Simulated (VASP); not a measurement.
Crystal: CsPbI2Br.

```xyz
5
Lattice="6.3651 0.0000 0.0000 0.0000 6.3651 0.0000 0.0000 0.0000 5.9242" Properties=species:S:1:pos:R:3 pbc="T T T"
Cs    3.1826    3.1826    2.9621
Pb    0.0000    0.0000    0.0000
I     0.0000    3.1826    0.0000
I     3.1826    0.0000    0.0000
Br    0.0000    0.0000    2.9621
```

Base run:

- Program: VASP 6.6.1
- Functional: PBE
- Potentials or basis: VASP PAW PBE potentials, release 64 (Cs_sv, Pb_d, I, Br)
- Cutoff: 520 eV
- k mesh: 4 × 4 × 4
- Occupations: gaussian, width 0.01 eV
- Spin: no spin polarisation

Its results: band gap on the k mesh 1.42 eV; pressure 0.5 GPa.

Problem. After a change of settings the same cell gave: band gap on the k mesh 2.02 eV; pressure 1.1 GPa. Which change was it?
A. functional from PBE to HSE06; k mesh from 4 × 4 × 4 to 2 × 2 × 2
B. occupations from gaussian, width 0.01 eV to fermi-dirac, width 0.2 eV
C. functional from PBE to LDA; potentials or basis from VASP PAW PBE potentials, release 64 (Cs_sv, Pb_d, I, Br) to VASP PAW LDA potentials, release 64 (Cs_sv, Pb_d, I, Br)

Solution. A.

Caveats: some runs use coarse meshes; spin-orbit coupling is left out, which moves the levels of the heavy elements; the PAW data sets were made with another functional, which shifts forces and pressure a little (at least some runs).
